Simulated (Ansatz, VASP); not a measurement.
**Two plane-wave programs on BaTe**

```
CELL_PARAMETERS angstrom
0.07945 3.53122 3.53122
3.61067 0.00000 3.61067
3.53122 3.53122 0.07945
ATOMIC_POSITIONS crystal
Ba 0.00000 0.00000 0.00000
Te 0.50000 0.50000 0.50000
```

Change from the starting cell: strain +0.0450 x Voigt [0, 0, 0, 0, 1, 0], atoms carried along.

Alike in both runs: task single point; functional r2SCAN; k mesh 8 × 8 × 8; occupations gaussian, width 0.05 eV; no spin polarisation.

|  | VASP | Ansatz |
| --- | --- | --- |
| version | VASP 6.6.1 | Ansatz 0.2.0 |
| potentials or method | VASP PAW PBE potentials, release 64 (Ba_sv, Te), cutoff 520 eV | scalar-relativistic, plane waves, PAW |
| valence electrons in the cell | 16 | 26 |

Ansatz gave:

```
gap on the k mesh at the Fermi level (eV)                     : 1.91
least direct gap on the mesh (eV)                             : 2.25
pressure (GPa)                                                : 0.0
traceless stress, the component that is largest in VASP (GPa) : -0.55
```

Question: Estimate VASP's values.

Answer: gap on the k mesh at the Fermi level (eV): 1.84; least direct gap on the mesh (eV): 2.21; pressure (GPa): 0.3; traceless stress, the component that is largest in VASP (GPa): -0.54.

VASP's potentials were made for PBE, not for r2SCAN. VASP's potentials hold 16 valence electrons a cell and Ansatz's 26, so a difference there can come from the potentials and not from the codes.

Spin-orbit coupling is off throughout.
